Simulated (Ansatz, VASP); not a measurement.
# One calculation of Sb2P3H, two programs

```
Sb H P
1.0
     3.15066    0.00000    0.00000
     0.00000    3.15066    0.00000
     0.00000    0.00000   14.82903
Sb H P
2 1 3
Direct
  0.50000 0.50000 0.36609
  0.50000 0.50000 0.63391
  0.50000 0.50000 0.50000
  0.00000 0.50000 0.10092
  0.50000 0.00000 0.89908
  0.00000 0.00000 0.00000
```

Alike in both runs: functional PBE; k mesh 6 × 6 × 2; occupations gaussian, width 0.1 eV; no spin polarisation.

Ansatz relaxed the structure, and its values are those at the end. VASP's run is a single point on that final structure, the one shown.

```csv
,VASP,Ansatz
version,VASP 6.6.1,Ansatz 0.2.0
potentials or method,"VASP PAW PBE potentials, release 64 (Sb, H, P), cutoff 520 eV","scalar-relativistic, plane waves, PAW"
valence electrons in the cell,26,46
```

```csv
,VASP,Ansatz,Ansatz less VASP
gap on the k mesh at the Fermi level (eV),none,none,-
pressure (GPa),-0.2,-0.1,+0.12
rms of the force components (eV/Å),0.012,0.011,-0.0012
```

A gap of «none» marks a metal or a gap that the smearing closes. VASP's potentials hold 26 valence electrons a cell and Ansatz's 46, so a difference there can come from the potentials and not from the codes.

Neither program's run includes spin-orbit coupling.
